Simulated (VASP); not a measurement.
Runs of VASP 6.6.1 on MgO. The structure is that of space group P-6m2 (No. 187), or close to it. The cells are those of the table. 

```csv
cell,gap on the mesh (eV),pressure (GPa)
"a = 2.885, b = 2.885, c = 2.631 Å, angles 90.0, 90.0, 120.0°, 2 atoms",4.24,(a)
"a = 2.938, b = 2.938, c = 2.680 Å, angles 90.0, 90.0, 120.0°, 2 atoms",3.80,(c)
"a = 2.989, b = 2.989, c = 2.726 Å, angles 90.0, 90.0, 120.0°, 2 atoms",3.41,(b)
"a = 2.912, b = 2.912, c = 2.656 Å, angles 90.0, 90.0, 120.0°, 2 atoms",4.01,-1.0
"a = 2.857, b = 2.857, c = 2.606 Å, angles 90.0, 90.0, 120.0°, 2 atoms",4.47,8.5
```

Alike in all rows: task single point; level r2SCAN; potentials or basis VASP PAW PBE potentials, release 64 (Mg_sv, O); no spin polarisation; k mesh 12 × 12 × 8; cutoff (eV) 920; smearing gaussian 0.01 eV.

Q: Fill in the values left out.

A: (a) 3.5; (b) -11.1; (c) -4.9.

Caveats: the PAW data sets were made with another functional, which shifts forces and pressure a little; the cell stands under pressure (at least some runs); the cell stands under tension (at least some runs).

A k mesh can miss the band edges.
